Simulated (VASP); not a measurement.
# Li (Im-3m) in VASP: a series of runs

Li is run at these levels: r2SCAN; tasks: single point.

Everything below comes from runs of VASP 6.6.1. Logs are shortened: lines on timing, memory, paths and dates and some standing lists are left out, and cuts for length are marked.

**1. The cell of the first run**

It takes space group Im-3m (No. 229, cubic). Conventional cell: a = 2.664 Å, b = 2.664 Å, c = 2.664 Å, α = 90.00°, β = 90.00°, γ = 90.00°. Li (site symmetry m-3m) has 14 Li at 2.31 to 2.66 Å within 3.0 Å.

**2. Single point, r2SCAN**

Contents of POSCAR:

```
Li
1.0
   -1.3320854666      1.3320854666      1.3320854666
    1.3320854666     -1.3320854666      1.3320854666
    1.3320854666      1.3320854666     -1.3320854666
Li
1
Direct
    0.0000000000      0.0000000000      0.0000000000
```

Contents of INCAR.step1:

```
SYSTEM = Li
ALGO = Normal ; EDIFF = 1E-4
ENCUT = 520 ; GGA = PE
ISMEAR = 1 ; LASPH = .True.
LCHARG = .False. ; LREAL = .False.
LWAVE = .True. ; NBANDS = 8
NELM = 80 ; PREC = Accurate
SIGMA = 0.1
```

Contents of INCAR.step2:

```
SYSTEM = Li
ALGO = Normal ; EDIFF = 1E-6
ENCUT = 520 ; ISIF = 2
ISMEAR = 1 ; ISTART = 1
LASPH = .True. ; LCHARG = .False.
LMIXTAU = .True. ; LREAL = .False.
LWAVE = .False. ; METAGGA = R2SCAN
NBANDS = 8 ; NELM = 80
PREC = Accurate ; SIGMA = 0.1
```

Contents of KPOINTS:

```
k-points
0
Gamma
  11 11 11
  0 0 0
```

Potentials or basis: VASP PAW PBE potentials, release 64 (Li_sv).

The run is started by

```
cat potpaw_PBE.64/Li_sv/POTCAR > POTCAR
cp INCAR.step1 INCAR
mpirun -np 1 vasp_std > vasp.out
cp INCAR.step2 INCAR
mpirun -np 1 vasp_std > vasp.out
```

OUTCAR:

```text
SYSTEM = Li
   EDIFF = 1E-6
   ENCUT = 520
   ISIF = 2
   ISMEAR = 1
   ISTART = 1
   LASPH = .True.
   LREAL = .False.
   METAGGA = R2SCAN
   NELM = 80
   PREC = Accurate

 ion  position               nearest neighbor table
   1  0.000  0.000  0.000-

  LATTYP: Found a body centered cubic cell.
 ALAT       =     2.6641709332

  Lattice vectors:

 A1 = (  -1.3320854666,   1.3320854666,   1.3320854666)
 A2 = (   1.3320854666,  -1.3320854666,   1.3320854666)
 A3 = (   1.3320854666,   1.3320854666,  -1.3320854666)

Analysis of symmetry for initial positions (statically):
=====================================================================
 Subroutine PRICEL returns:
 Original cell was already a primitive cell.

 Routine SETGRP: Setting up the symmetry group for a
 body centered cubic supercell.

 Subroutine GETGRP returns: Found 48 space group operations
 (whereof 48 operations were pure point group operations)
 out of a pool of 48 trial point group operations.

The static configuration has the point symmetry O_h .

Analysis of symmetry for dynamics (positions and initial velocities):
=====================================================================
 Subroutine PRICEL returns:
 Original cell was already a primitive cell.

 Routine SETGRP: Setting up the symmetry group for a
 body centered cubic supercell.

 Subroutine GETGRP returns: Found 48 space group operations
 (whereof 48 operations were pure point group operations)
 out of a pool of 48 trial point group operations.

The dynamic configuration has the point symmetry O_h .

 Subroutine INISYM returns: Found 48 space group operations
 (whereof 48 operations are pure point group operations),
 and found     1 'primitive' translations

----------------------------------------------------------------------------------------

                                     Primitive cell

  volume of cell :       9.4549

  direct lattice vectors                    reciprocal lattice vectors
    -1.332085467  1.332085467  1.332085467     0.000000000  0.375351291  0.375351291
     1.332085467 -1.332085467  1.332085467     0.375351291  0.000000000  0.375351291
     1.332085467  1.332085467 -1.332085467     0.375351291  0.375351291  0.000000000

  length of vectors
     2.307239708  2.307239708  2.307239708     0.530826887  0.530826887  0.530826887

  position of ions in fractional coordinates (direct lattice)
     0.000000000  0.000000000  0.000000000

  ion indices of the primitive-cell ions
   primitive index   ion index
                 1           1

----------------------------------------------------------------------------------------

 KPOINTS: k-points

Automatic generation of k-mesh.
 Grid dimensions read from file:
 generate k-points for:   11   11   11

 Generating k-lattice:

  Cartesian coordinates                     Fractional coordinates (reciprocal lattice)
     0.000000000  0.034122845  0.034122845     0.090909091  0.000000000  0.000000000
     0.034122845  0.000000000  0.034122845     0.000000000  0.090909091  0.000000000
     0.034122845  0.034122845  0.000000000     0.000000000  0.000000000  0.090909091

  Length of vectors
     0.048256990  0.048256990  0.048256990

  Shift w.r.t. Gamma in fractional coordinates (k-lattice)
     0.000000000  0.000000000  0.000000000

 Subroutine IBZKPT returns following result:
 ===========================================

 Found     56 irreducible k-points:

 Following reciprocal coordinates:
            Coordinates               Weight
  0.000000  0.000000  0.000000      1.000000
  0.090909  0.000000  0.000000     12.000000
  0.181818  0.000000  0.000000     12.000000
  0.272727  0.000000  0.000000     12.000000
  0.363636  0.000000  0.000000     12.000000
  0.454545  0.000000  0.000000     12.000000
[... 16 lines left out ...]
  0.272727  0.181818  0.090909     48.000000
  0.363636  0.181818  0.090909     24.000000
 [... further k-points ...]
   k-points           NKPTS =     56   k-points in BZ     NKDIM =     56   number of bands    NBANDS=      8
   number of dos      NEDOS =    301   number of ions     NIONS =      1
   total plane-waves  NPLWV =   5832
   dimension x,y,z NGX =    18 NGY =   18 NGZ =   18
   dimension x,y,z NGXF=    36 NGYF=   36 NGZF=   36
   ions per type =               1
   NGX,Y,Z   is equivalent  to a cutoff of  12.97, 12.97, 12.97 a.u.
   NGXF,Y,Z  is equivalent  to a cutoff of  25.94, 25.94, 25.94 a.u.
 SYSTEM =  Li
   PREC   = accura    normal or accurate (medium, high low for compatibility)
   ISTART =      1    job   : 0-new  1-cont  2-samecut
   ICHARG =      0    charge: 1-file 2-atom 10-const
   ISPIN  =      1    spin polarized calculation?
   LNONCOLLINEAR =      F non collinear calculations
   LSORBIT =      F    spin-orbit coupling
   LASPH  =      T    aspherical Exc in radial PAW
   ENCUT  =  520.0 eV  38.22 Ry    6.18 a.u.   4.29  4.29  4.29*2*pi/ulx,y,z
   NELM   =     80;   NELMIN=  2; NELMDL=  0     # of ELM steps
   EDIFF  = 0.1E-05   stopping-criterion for ELM
   LREAL  =      F    real-space projection
   EDIFFG = 0.1E-04   stopping-criterion for IOM
   NSW    =      0    number of steps for IOM
   IBRION =     -1    ionic relax: 0-MD 1-quasi-New 2-CG
   NFREE  =      0    steps in history (QN), initial steepest desc. (CG)
   ISIF   =      2    stress and relaxation
   ISYM   =      2    0-nonsym 1-usesym 2-fastsym
   POTIM  = 0.5000    time-step for ionic-motion
   TEBEG  =    0.0;   TEEND  =   0.0 temperature during run
   PSTRESS=    0.0 pullay stress
   NELECT =       3.0000    total number of electrons
   NUPDOWN=      -1.0000    fix difference up-down
   EMIN   =  10.00;   EMAX   =-10.00  energy-range for DOS
   EFERMI =   0.00;   METHOD = LEGACY
   ISMEAR =     1;   SIGMA  =   0.10  broadening in eV -4-tet -1-fermi 0-gaus
   EFERMI_NEDOS =   21; number of points for ismear=-14 and -15
   IALGO  =     38    algorithm
   IMIX   =      4    mixing-type and parameters
     AMIX     =   0.40;   BMIX     =  1.00
     AMIX_MAG =   1.60;   BMIX_MAG =  1.00
  volume/ion in A,a.u.               =       9.45        63.80
  Fermi-wavevector in a.u.,A,eV,Ry     =   1.116597  2.110063 16.963595  1.246789
  Thomas-Fermi vector in A             =   2.253212
   LORBIT       =      0    0 simple, 1 ext, 2 COOP (PROOUT), +10 PAW based schemes
   METAGGA = R2SCAN    functional components
   LHFCALC =     F    Hartree Fock is set to
   AEXX    =    0.0000 exact exchange contribution
   IVDW    =     0    specifies the selected vdW correction
   LEPSILON=     F    determine dielectric tensor
   LRPA    =     F    only Hartree local field effects (RPA)
 non-spin polarized calculation
 Methfessel and Paxton  Order N= 1 SIGMA  =   0.10
  energy-cutoff  :      520.00
  volume of cell :        9.45
 maximum number of plane-waves:       263
 NGX is ok and might be reduce to    18
   NGX =  9   NGY =  9   NGZ =  9

 number of electron       3.0000000 magnetization

 Free energy of the ion-electron system (eV)
  ---------------------------------------------------
  ext. energy  EPLUGINS =         0.00000000
  ---------------------------------------------------
  free energy    TOTEN  =        -1.57771835 eV

  energy without entropy =       -1.57626127  energy(sigma->0) =       -1.57723265

 E-fermi :   3.6806     XC(G=0):  -9.7386

 val. band max:        3.6647747746   @ k =  -0.3636   0.4545   0.0909
 cond. band min:       3.7328981885   @ k =  -0.4545   0.4545   0.0909
 fundamental gap:      0.0681234140
 Fermi energy:         3.6805705578

 k-point     1 :       0.0000    0.0000    0.0000
  band No.  band energies     occupation
      1     -43.6276      2.00000
      2      -0.8458      2.00000
      3      30.9711      0.00000
      4      30.9719      0.00000
      5      30.9719      0.00000
      6      36.9253      0.00000
      7      36.9253      0.00000
      8      36.9281      0.00000

 k-point     2 :       0.0909    0.0000    0.0000
  band No.  band energies     occupation
      1     -43.6045      2.00000
      2      -0.6620      2.00000
      3      28.4675      0.00000
      4      29.3280      0.00000
      5      30.2606      0.00000
      6      34.1208      0.00000
      7      34.3324      0.00000
      8      36.9319      0.00000

 k-point     3 :       0.1818    0.0000    0.0000
  band No.  band energies     occupation
      1     -43.5427      2.00000
      2      -0.1042      2.00000
      3      23.1852      0.00000
      4      26.8650      0.00000
      5      28.5738      0.00000
      6      31.2121      0.00000
      7      33.6195      0.00000
      8      37.0785      0.00000

 k-point     4 :       0.2727    0.0000    0.0000
  band No.  band energies     occupation
      1     -43.4614      2.00000
      2       0.8477      2.00000
      3      18.1188      0.00000
      4      24.8448      0.00000
      5      26.8543      0.00000
      6      29.0028      0.00000
      7      33.9553      0.00000
      8      38.5073      0.00000

 k-point     5 :       0.3636    0.0000    0.0000
  band No.  band energies     occupation
      1     -43.3865      2.00000
      2       2.1441      2.00000
      3      13.9507      0.00000
      4      23.4617      0.00000
      5      25.5900      0.00000
      6      27.5256      0.00000
      7      34.7770      0.00000
      8      40.7632      0.00000

 k-point     6 :       0.4545    0.0000    0.0000
  band No.  band energies     occupation
      1     -43.3419      2.00000
      2       3.3847      2.00024
      3      11.2424      0.00000
      4      22.7634      0.00000
      5      24.9350      0.00000
      6      26.7861      0.00000
      7      35.5240      0.00000
      8      43.3437      0.00000

 k-point     7 :       0.0909    0.0909    0.0000
  band No.  band energies     occupation
      1     -43.5622      2.00000
      2      -0.2917      2.00000
      3      25.4281      0.00000
      4      26.4265      0.00000
      5      28.2737      0.00000
      6      33.4146      0.00000
      7      33.9306      0.00000
      8      36.9094      0.00000
[... 133 lines left out ...]
 k-point    20 :       0.3636    0.0909    0.0909
  band No.  band energies     occupation
      1     -43.3323      2.00000
      2       4.0669     -0.00000
      3      10.7631      0.00000
      4      18.5384      0.00000
      5      22.8067      0.00000
      6      34.4069      0.00000
      7      37.8418      0.00000
      8      44.2479      0.00000

 k-point    21 :      -0.0909    0.0909    0.0909
  band No.  band energies     occupation
      1     -43.5822      2.00000
      2      -0.4734      2.00000
      3      27.4400      0.00000
      4      27.4403      0.00000
      5      29.8479      0.00000
      6      31.3182      0.00000
      7      36.0252      0.00000
      8      36.0254      0.00000

 k-point    22 :       0.1818    0.1818    0.0909
  band No.  band energies     occupation
      1     -43.3782      2.00000
      2       2.5126      2.00000
      3      14.8796      0.00000
      4      17.4062      0.00000
      5      23.4044      0.00000
      6      37.9720      0.00000
      7      37.9888      0.00000
      8      42.0354      0.00000

 k-point    23 :       0.2727    0.1818    0.0909
  band No.  band energies     occupation
      1     -43.3336      2.00000
      2       4.1722     -0.00000
      3      11.4835      0.00000
      4      15.9831      0.00000
      5      23.0099      0.00000
      6      38.5239      0.00000
      7      39.4732      0.00000
      8      44.1120      0.00000

 k-point    24 :       0.3636    0.1818    0.0909
  band No.  band energies     occupation
      1     -43.3169      2.00000
      2       5.3596     -0.00000
      3       9.6388      0.00000
      4      15.5691      0.00000
      5      22.8822      0.00000
      6      38.5083      0.00000
      7      40.3365      0.00000
      8      45.6130      0.00000

 [... further k-points ...]

------------------------ aborting loop because EDIFF is reached ----------------------------------------

  FORCE on cell =-STRESS in cart. coord.  units (eV):
  Direction    XX          YY          ZZ          XY          YZ          ZX
  --------------------------------------------------------------------------------------
  -------------------------------------------------------------------------------------
  Total        2.3456145      2.3456145      2.3456145      0.0000000     -0.0000000      0.0000000
  in kB      397.4760512    397.4760512    397.4760512      0.0000000     -0.0000000      0.0000000
  external PRESSURE =     397.4760512 kB  Pullay stress =       0.0000000 kB

 VOLUME and BASIS-vectors are now :
 -----------------------------------------------------------------------------
  energy-cutoff  :      520.00
  volume of cell :        9.45
      direct lattice vectors                 reciprocal lattice vectors
    -1.332085467  1.332085467  1.332085467     0.000000000  0.375351291  0.375351291
     1.332085467 -1.332085467  1.332085467     0.375351291  0.000000000  0.375351291
     1.332085467  1.332085467 -1.332085467     0.375351291  0.375351291  0.000000000

 POSITION                                       TOTAL-FORCE (eV/Angst)
 -----------------------------------------------------------------------------------
      0.00000      0.00000      0.00000         0.000000     -0.000000     -0.000000
 -----------------------------------------------------------------------------------
    total drift:                                0.000000     -0.000000      0.000000

  FREE ENERGIE OF THE ION-ELECTRON SYSTEM (eV)
  ---------------------------------------------------
  free  energy   TOTEN  =        -1.5777183459 eV

  energy  without entropy=       -1.5762612713  energy(sigma->0) =       -1.57723265
```

It took 8.6 s on 1 thread of Intel Xeon 6975P-C (Granite Rapids), shared host; peak memory 0.11 GiB.

What came out:

```yaml
Free_energy: -1.5777 eV
Band_gap_on_the_k_mesh: zero (an odd number of electrons rules out a gap without spin polarisation)
```

Caveat: the cutoff is under 1.25 times the usual one of these potentials, so pressure, stress and relaxed cells hold a basis-set (Pulay) error; the PAW data sets were made with another functional, which shifts forces and pressure a little.

(Continued in part 2 of 2.)
